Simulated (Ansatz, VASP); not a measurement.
# Two plane-wave programs on Al2Cu

```
Al Cu
1.0
    -3.08640    3.08640    2.29310
     3.08640   -3.08640    2.29310
     3.08640    3.08640   -2.29310
Al Cu
4 2
Direct
  0.15932 0.65932 0.81864
  0.65932 0.84068 0.50000
  0.84068 0.34068 0.18136
  0.34068 0.15932 0.50000
  0.75000 0.75000 0.00000
  0.25000 0.25000 0.00000
```

Alike in both runs: task single point; functional PBEsol; k mesh 10 × 10 × 10; occupations gaussian, width 0.15 eV; no spin polarisation.

```csv
,VASP,Ansatz
version,VASP 6.6.1,Ansatz 0.2.0
potentials or method,"VASP PAW PBE potentials, release 64 (Al, Cu), cutoff 520 eV","scalar-relativistic, plane waves, PAW"
valence electrons in the cell,34,50
```

Ansatz gave:

- gap on the k mesh at the Fermi level (eV): none
- pressure (GPa): -0.2
- traceless stress, the component that is largest in VASP (GPa): 8.66
- rms of the force components (eV/Å): 0.093

Task: What did VASP give for the same quantities?

Result: gap on the k mesh at the Fermi level (eV): none; pressure (GPa): 0.1; traceless stress, the component that is largest in VASP (GPa): 8.65; rms of the force components (eV/Å): 0.095.

VASP's potentials were made for PBE, not for PBEsol, and Ansatz warns of the same on its side. Atom by atom the forces differ by 0.002 eV/Å (rms over components). A gap of «none» marks a metal or a gap that the smearing closes. VASP's potentials hold 34 valence electrons a cell and Ansatz's 50, so a difference there can come from the potentials and not from the codes.
